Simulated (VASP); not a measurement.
# PtSe2 in VASP: single point with PBEsol

Aim: the single point of PtSe2 with PBEsol.

Everything below comes from runs of VASP 6.6.1. Logs are shortened: lines on timing, memory, paths and dates and some standing lists are left out, and cuts for length are marked.

## 1. The cell of the first run

The typed cell holds 12 atoms: a = 7.522 Å, b = 7.522 Å, c = 4.864 Å, α = 89.99°, β = 89.99°, γ = 120.00°.

## 2. Single point, PBEsol

Contents of INCAR:

```
SYSTEM = PtSe2
  ALGO = Normal
  EDIFF = 1E-7
  ENCUT = 520
  GGA = PS
  ISIF = 2
  ISMEAR = -1
  LASPH = .True.
  LCHARG = .False.
  LREAL = .False.
  LWAVE = .False.
  NBANDS = 56
  NELM = 100
  PREC = Accurate
  SIGMA = 0.05
```

Contents of KPOINTS:

```
k-points
0
Gamma
  6 6 4
  0 0 0
```

Contents of POSCAR:

```
PtSe2
1.0
    7.5223680701      0.0001761087      0.0005285253
   -3.7610285303      6.5140520757      0.0003332786
    0.0003503230      0.0004695660      4.8639394746
Pt Se
4 8
Direct
   -0.0014681666     -0.0062745210     -0.0025714257
   -0.0014688646      0.4937196062     -0.0025725005
    0.4985314693     -0.0062790423     -0.0025725150
    0.4985286426      0.4937172205     -0.0025706293
    0.3319035621      0.1604191757      0.7368290798
    0.1651577953      0.3270200065      0.2580307420
    0.3318987606      0.6604168396      0.7368298555
    0.1651637740      0.8270246505      0.2580290674
    0.8318994230      0.1604137402      0.7368255269
    0.6651711142      0.3270299124      0.2580194659
    0.8319018793      0.6604156296      0.7368318043
    0.6651599002      0.8270217563      0.2580278244
```

Potentials or basis: VASP PAW PBE potentials, release 64 (Pt, Se).

Launch:

```sh
$ cat potpaw_PBE.64/Pt/POTCAR potpaw_PBE.64/Se/POTCAR > POTCAR
$ mpirun -np 1 vasp_std > vasp.out
```

OUTCAR:

```text
SYSTEM = PtSe2
   EDIFF = 1E-7
   ENCUT = 520
   GGA = PS
   ISIF = 2
   ISMEAR = -1
   LASPH = .True.
   LREAL = .False.
   NELM = 100
   PREC = Accurate

 ion  position               nearest neighbor table
   1  0.999  0.994  0.997-   6 2.51   9 2.51  11 2.51   8 2.51   5 2.51  12 2.51
   2  0.999  0.494  0.997-  10 2.51  11 2.51   8 2.51   6 2.51   9 2.51   7 2.51
   3  0.499  0.994  0.997-   7 2.51   5 2.51  10 2.51  12 2.51   8 2.51   9 2.51
   4  0.499  0.494  0.997-   5 2.51  10 2.51  12 2.51   7 2.51   6 2.51  11 2.51
   5  0.332  0.160  0.737-   4 2.51   3 2.51   1 2.51
   6  0.165  0.327  0.258-   1 2.51   2 2.51   4 2.51
   7  0.332  0.660  0.737-   3 2.51   4 2.51   2 2.51
   8  0.165  0.827  0.258-   2 2.51   1 2.51   3 2.51
   9  0.832  0.160  0.737-   1 2.51   2 2.51   3 2.51
  10  0.665  0.327  0.258-   2 2.51   4 2.51   3 2.51
  11  0.832  0.660  0.737-   2 2.51   1 2.51   4 2.51
  12  0.665  0.827  0.258-   4 2.51   3 2.51   1 2.51

  LATTYP: Found a triclinic cell.
 ALAT       =     7.5223680907
 B/A-ratio  =     1.7319873124
 C/A-ratio  =     0.6465968497
 COS(alpha) =     0.0000290956
 COS(beta)  =     0.0001422873
 COS(gamma) =     0.8660335084

  Lattice vectors:

 A1 = (  -7.5223680701,  -0.0001761087,  -0.0005285253)
 A2 = ( -11.2833966004,   6.5138759670,  -0.0001952467)
 A3 = (  -0.0003503230,  -0.0004695660,  -4.8639394746)

Analysis of symmetry for initial positions (statically):
=====================================================================
 Subroutine PRICEL returns:
 Original cell was already a primitive cell.

 Routine SETGRP: Setting up the symmetry group for a
 triclinic supercell.

 Subroutine GETGRP returns: Found  1 space group operations
 (whereof  1 operations were pure point group operations)
 out of a pool of  2 trial point group operations.

The static configuration has the point symmetry C_1 .

Analysis of symmetry for dynamics (positions and initial velocities):
=====================================================================
 Subroutine PRICEL returns:
 Original cell was already a primitive cell.

 Routine SETGRP: Setting up the symmetry group for a
 triclinic supercell.

 Subroutine GETGRP returns: Found  1 space group operations
 (whereof  1 operations were pure point group operations)
 out of a pool of  2 trial point group operations.

The dynamic configuration has the point symmetry C_1 .

 Subroutine INISYM returns: Found  1 space group operations
 (whereof  1 operations are pure point group operations),
 and found     1 'primitive' translations

----------------------------------------------------------------------------------------

                                     Primitive cell

  volume of cell :     238.3416

  direct lattice vectors                    reciprocal lattice vectors
     7.522368070  0.000176109  0.000528525     0.132935066  0.076752929 -0.000016984
    -3.761028530  6.514052076  0.000333279    -0.000003593  0.153512204 -0.000014820
     0.000350323  0.000469566  4.863939475    -0.000014445 -0.000018859  0.205594666

  length of vectors
     7.522368091  7.521848853  4.863939510     0.153501609  0.153512205  0.205594668

  position of ions in fractional coordinates (direct lattice)
     0.998531833  0.993725479  0.997428574
     0.998531135  0.493719606  0.997427499
     0.498531469  0.993720958  0.997427485
     0.498528643  0.493717221  0.997429371
     0.331903562  0.160419176  0.736829080
     0.165157795  0.327020006  0.258030742
     0.331898761  0.660416840  0.736829855
     0.165163774  0.827024651  0.258029067
     0.831899423  0.160413740  0.736825527
     0.665171114  0.327029912  0.258019466
     0.831901879  0.660415630  0.736831804
     0.665159900  0.827021756  0.258027824

  ion indices of the primitive-cell ions
   primitive index   ion index
                 1           1
                 2           2
                 3           3
                 4           4
                 5           5
                 6           6
                 7           7
                 8           8
                 9           9
                10          10
                11          11
                12          12

----------------------------------------------------------------------------------------

 KPOINTS: k-points

Automatic generation of k-mesh.
 Grid dimensions read from file:
 generate k-points for:    6    6    4

 Generating k-lattice:

  Cartesian coordinates                     Fractional coordinates (reciprocal lattice)
     0.022155844  0.012792155 -0.000002831     0.166666667 -0.000000000 -0.000000000
    -0.000000599  0.025585367 -0.000002470    -0.000000000  0.166666667  0.000000000
    -0.000003611 -0.000004715  0.051398667     0.000000000 -0.000000000  0.250000000

  Length of vectors
     0.025583602  0.025585367  0.051398667

  Shift w.r.t. Gamma in fractional coordinates (k-lattice)
     0.000000000  0.000000000  0.000000000

 Subroutine IBZKPT returns following result:
 ===========================================

 Found     76 irreducible k-points:

 Following reciprocal coordinates:
            Coordinates               Weight
  0.000000  0.000000  0.000000      1.000000
  0.166667  0.000000 -0.000000      2.000000
  0.000000 -0.166667 -0.000000      2.000000
  0.333333 -0.000000 -0.000000      2.000000
  0.000000 -0.333333 -0.000000      2.000000
  0.500000  0.000000 -0.000000      1.000000
[... 16 lines left out ...]
  0.000000 -0.166667 -0.250000      2.000000
  0.333333  0.000000  0.250000      2.000000
 [... further k-points ...]
   k-points           NKPTS =     76   k-points in BZ     NKDIM =     76   number of bands    NBANDS=     56
   number of dos      NEDOS =    301   number of ions     NIONS =     12
   total plane-waves  NPLWV = 112896
   dimension x,y,z NGX =    56 NGY =   56 NGZ =   36
   dimension x,y,z NGXF=   112 NGYF=  112 NGZF=   72
   ions per type =               4   8
   NGX,Y,Z   is equivalent  to a cutoff of  12.38, 12.38, 12.30 a.u.
   NGXF,Y,Z  is equivalent  to a cutoff of  24.75, 24.75, 24.61 a.u.
 SYSTEM =  PtSe2
   PREC   = accura    normal or accurate (medium, high low for compatibility)
   ISTART =      0    job   : 0-new  1-cont  2-samecut
   ICHARG =      2    charge: 1-file 2-atom 10-const
   ISPIN  =      1    spin polarized calculation?
   LNONCOLLINEAR =      F non collinear calculations
   LSORBIT =      F    spin-orbit coupling
   LASPH  =      T    aspherical Exc in radial PAW
   ENCUT  =  520.0 eV  38.22 Ry    6.18 a.u.  13.99 13.99  9.04*2*pi/ulx,y,z
   NELM   =    100;   NELMIN=  2; NELMDL= -5     # of ELM steps
   EDIFF  = 0.1E-06   stopping-criterion for ELM
   LREAL  =      F    real-space projection
   EDIFFG = 0.1E-05   stopping-criterion for IOM
   NSW    =      0    number of steps for IOM
   IBRION =     -1    ionic relax: 0-MD 1-quasi-New 2-CG
   NFREE  =      0    steps in history (QN), initial steepest desc. (CG)
   ISIF   =      2    stress and relaxation
   ISYM   =      2    0-nonsym 1-usesym 2-fastsym
   POTIM  = 0.5000    time-step for ionic-motion
   TEBEG  =    0.0;   TEEND  =   0.0 temperature during run
   PSTRESS=    0.0 pullay stress
   NELECT =      88.0000    total number of electrons
   NUPDOWN=      -1.0000    fix difference up-down
   EMIN   =  10.00;   EMAX   =-10.00  energy-range for DOS
   EFERMI =   0.00;   METHOD = LEGACY
   ISMEAR =    -1;   SIGMA  =   0.05  broadening in eV -4-tet -1-fermi 0-gaus
   EFERMI_NEDOS =   21; number of points for ismear=-14 and -15
   IALGO  =     38    algorithm
   IMIX   =      4    mixing-type and parameters
     AMIX     =   0.40;   BMIX     =  1.00
     AMIX_MAG =   1.60;   BMIX_MAG =  1.00
  volume/ion in A,a.u.               =      19.86       134.03
  Fermi-wavevector in a.u.,A,eV,Ry     =   1.174453  2.219395 18.767070  1.379341
  Thomas-Fermi vector in A             =   2.310850
   LORBIT       =      0    0 simple, 1 ext, 2 COOP (PROOUT), +10 PAW based schemes
   GGA     = PS    functional components
   LHFCALC =     F    Hartree Fock is set to
   AEXX    =    0.0000 exact exchange contribution
   IVDW    =     0    specifies the selected vdW correction
   LEPSILON=     F    determine dielectric tensor
   LRPA    =     F    only Hartree local field effects (RPA)
 non-spin polarized calculation
  energy-cutoff  :      520.00
  volume of cell :      238.34
 maximum number of plane-waves:      6474
   NGX = 27   NGY = 27   NGZ = 19

 number of electron      88.0000001 magnetization

 Free energy of the ion-electron system (eV)
  ---------------------------------------------------
  ext. energy  EPLUGINS =         0.00000000
  ---------------------------------------------------
  free energy    TOTEN  =       -63.63008527 eV

  energy without entropy =      -63.60125264  energy(sigma->0) =      -63.61566896

 E-fermi :   6.5514     XC(G=0): -10.9568

 val. band max:        6.5286176244   @ k =   0.0000   0.3333  -0.2500
 cond. band min:       6.5906528542   @ k =  -0.1667   0.5000  -0.2500
 fundamental gap:      0.0620352298
 Fermi energy:         6.5513846346

 k-point     1 :       0.0000    0.0000    0.0000
  band No.  band energies     occupation
      1      -9.1559      2.00000
      2      -7.3393      2.00000
      3      -7.3391      2.00000
      4      -7.3388      2.00000
      5      -7.1142      2.00000
      6      -7.1136      2.00000
[... 48 lines left out ...]
     55      11.4651      0.00000
     56      11.4657      0.00000

 k-point     2 :       0.1667    0.0000   -0.0000
  band No.  band energies     occupation
      1      -9.0795      2.00000
      2      -7.6474      2.00000
      3      -7.4294      2.00000
      4      -7.4293      2.00000
      5      -7.0118      2.00000
      6      -7.0116      2.00000
[... 1291 lines left out ...]
  band No.  band energies     occupation
      1      -8.5824      2.00000
      2      -7.9585      2.00000
      3      -7.3539      2.00000
      4      -7.3537      2.00000
      5      -7.0371      2.00000
      6      -7.0369      2.00000
[... 48 lines left out ...]
     55      11.6821      0.00000
     56      11.7546      0.00000

 [... further k-points ...]

------------------------ aborting loop because EDIFF is reached ----------------------------------------

  FORCE on cell =-STRESS in cart. coord.  units (eV):
  Direction    XX          YY          ZZ          XY          YZ          ZX
  --------------------------------------------------------------------------------------
  -------------------------------------------------------------------------------------
  Total        0.0750739      0.0762635      0.0391518     -0.0005936     -0.0067426     -0.0044320
  in kB        0.5046608      0.5126575      0.2631855     -0.0039902     -0.0453249     -0.0297926
  external PRESSURE =       0.4268346 kB  Pullay stress =       0.0000000 kB

 VOLUME and BASIS-vectors are now :
 -----------------------------------------------------------------------------
  energy-cutoff  :      520.00
  volume of cell :      238.34
      direct lattice vectors                 reciprocal lattice vectors
     7.522368070  0.000176109  0.000528525     0.132935066  0.076752929 -0.000016984
    -3.761028530  6.514052076  0.000333279    -0.000003593  0.153512204 -0.000014820
     0.000350323  0.000469566  4.863939475    -0.000014445 -0.000018859  0.205594666

 POSITION                                       TOTAL-FORCE (eV/Angst)
 -----------------------------------------------------------------------------------
      3.77424      6.47382      4.85229         0.000295     -0.000737     -0.000093
      5.65477      3.21676      4.85212         0.000192      0.000167     -0.000169
      0.01307      6.47371      4.85202         0.000059      0.000034     -0.000024
      1.89358      3.21666      4.85186         0.000068      0.000394     -0.000093
      1.89362      1.04538      3.58412        -0.000347     -0.000324     -0.008488
      0.01254      2.13038      1.25524         0.000345      0.000447      0.008490
      0.01308      4.30239      3.58429        -0.000085     -0.000253     -0.008472
     -1.86795      5.38743      1.25540         0.000057      0.000233      0.008465
      5.65479      1.04544      3.58437        -0.000306      0.000016     -0.008441
      3.77378      2.13053      1.25545        -0.000158     -0.000276      0.008890
      3.77429      4.30247      3.58457        -0.000409      0.000071     -0.008550
      1.89322      5.38750      1.25566         0.000290      0.000227      0.008485
 -----------------------------------------------------------------------------------
    total drift:                               -0.000181      0.000211     -0.000322

  FREE ENERGIE OF THE ION-ELECTRON SYSTEM (eV)
  ---------------------------------------------------
  free  energy   TOTEN  =       -63.6300852716 eV

  energy  without entropy=      -63.6012526429  energy(sigma->0) =      -63.61566896
```

It took 28 min on 1 thread of Oxide Virtual Turin-like, shared host; peak memory 0.8 GiB.

Results:

- Free energy: -63.6301 eV
- Pressure: 0.0 GPa
- Largest force: 0.009 eV/Å
- Band gap on the k mesh: zero (bands 44 and 45 overlap by 0.57 eV)

Forces in eV/Å, atoms in the order of the input:
```
Pt   0.000 -0.001  0.000
Pt   0.000  0.000  0.000
Pt   0.000  0.000  0.000
Pt   0.000  0.000  0.000
Se   0.000  0.000 -0.008
Se   0.000  0.000  0.008
Se   0.000  0.000 -0.008
Se   0.000  0.000  0.008
Se   0.000  0.000 -0.008
Se   0.000  0.000  0.009
Se   0.000  0.000 -0.009
Se   0.000  0.000  0.008
```

Caveat: the PAW data sets were made with another functional, which shifts forces and pressure a little; spin-orbit coupling is left out, which moves the levels of the heavy elements.
